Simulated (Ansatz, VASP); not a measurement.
**CsCdCl3 in VASP and in Ansatz**

Contents of INCAR:

```
SYSTEM = CsCdCl3
ALGO     = Normal         ! electronic algorithm
EDIFF    = 1E-7           ! SCF threshold, eV
ENCUT    = 520            ! plane-wave cutoff, eV
ISIF     = 2              ! what is computed and relaxed
ISMEAR   = 0              ! smearing method
LASPH    = .True.         ! aspherical terms in the spheres
LCHARG   = .False.        ! write CHGCAR
LREAL    = .False.        ! projectors in reciprocal space
LWAVE    = .False.        ! write WAVECAR
NBANDS   = 29             ! bands
NELM     = 80             ! most SCF steps
PREC     = Accurate       ! precision mode
SIGMA    = 0.02           ! smearing width, eV
```

KPOINTS

```
k-points
0
Gamma
  6 6 6
  0 0 0
```

File POSCAR:

```
CsCdCl3
1.0
    5.1121726469      0.0000000000      0.0000000000
    0.0000000000      5.1121726469      0.0000000000
    0.0000000000      0.0000000000      5.1121726469
Cs Cd Cl
1 1 3
Direct
    0.0000000000      0.0000000000      0.0000000000
    0.5000000000      0.5000000000      0.5000000000
    0.0000000000      0.5000000000      0.5000000000
    0.5000000000      0.0000000000      0.5000000000
    0.5000000000      0.5000000000      0.0000000000
```

Input for Ansatz:

```yaml
crystal:
  lattice:
    - [5.1121726469, 0.0, 0.0]
    - [0.0, 5.1121726469, 0.0]
    - [0.0, 0.0, 5.1121726469]
  atoms:
    - { symbol: Cs, position: [0.0, 0.0, 0.0] }
    - { symbol: Cd, position: [0.5, 0.5, 0.5] }
    - { symbol: Cl, position: [0.0, 0.5, 0.5] }
    - { symbol: Cl, position: [0.5, 0.0, 0.5] }
    - { symbol: Cl, position: [0.5, 0.5, 0.0] }
basis:
  ecutwfc: 420
kpoints:
  mp_grid: { grid: [6, 6, 6] }
hamiltonian:
  xc: lda
scf:
  occupations: { method: gaussian, width: 0.02 }
output:
  forces: false
  stress: false
  eigenvalues: true
  eigenstates:
    kpoints:
      - [0.5, 0.5, 0.5]
      - [0.516272551, 0.5, 0.5]
      - [0.483727449, 0.5, 0.5]
      - [0.5, 0.516272551, 0.5]
      - [0.5, 0.483727449, 0.5]
      - [0.5, 0.5, 0.516272551]
      - [0.5, 0.5, 0.483727449]
      - [0.511506431, 0.511506431, 0.5]
      - [0.488493569, 0.488493569, 0.5]
      - [0.511506431, 0.5, 0.511506431]
      - [0.488493569, 0.5, 0.488493569]
      - [0.5, 0.511506431, 0.511506431]
      - [0.5, 0.488493569, 0.488493569]
      - [0.509394962, 0.509394962, 0.509394962]
      - [0.490605038, 0.490605038, 0.490605038]
      - [0.0, 0.0, 0.0]
      - [0.016272551, 0.0, 0.0]
      - [-0.016272551, 0.0, 0.0]
      - [0.0, 0.016272551, 0.0]
      - [0.0, -0.016272551, 0.0]
      - [0.0, 0.0, 0.016272551]
      - [0.0, 0.0, -0.016272551]
      - [0.011506431, 0.011506431, 0.0]
      - [-0.011506431, -0.011506431, 0.0]
      - [0.011506431, 0.0, 0.011506431]
      - [-0.011506431, 0.0, -0.011506431]
      - [0.0, 0.011506431, 0.011506431]
      - [0.0, -0.011506431, -0.011506431]
      - [0.009394962, 0.009394962, 0.009394962]
      - [-0.009394962, -0.009394962, -0.009394962]
    e_range: [-3.090504, 3.090504]
checkpoint:
  read: start.run
  write: ck
  compress: false
  write_wavefunctions: false
  write_every: 100000
```

Alike in both runs: task single point; functional LDA; k mesh 6 × 6 × 6; occupations gaussian, width 0.02 eV; no spin polarisation.

|  | VASP | Ansatz |
| --- | --- | --- |
| version | VASP 6.6.1 | Ansatz 0.2.0 |
| potentials or method | VASP PAW LDA potentials, release 64 (Cs_sv, Cd, Cl), cutoff 520 eV | scalar-relativistic, plane waves, PAW |
| valence electrons in the cell | 42 | 50 |

VASP gave:

```
gap on the k mesh at the Fermi level (eV) : 1.62
least direct gap on the mesh (eV)         : 2.34
```

Task: Which values does Ansatz return?

Result: gap on the k mesh at the Fermi level (eV): 1.59; least direct gap on the mesh (eV): 2.32.

LDA's correlation is that of Perdew and Zunger in VASP and of Perdew and Wang (1992) in Ansatz. VASP's potentials hold 42 valence electrons a cell and Ansatz's 50, so a difference there can come from the potentials and not from the codes.

Spin-orbit coupling is off throughout.
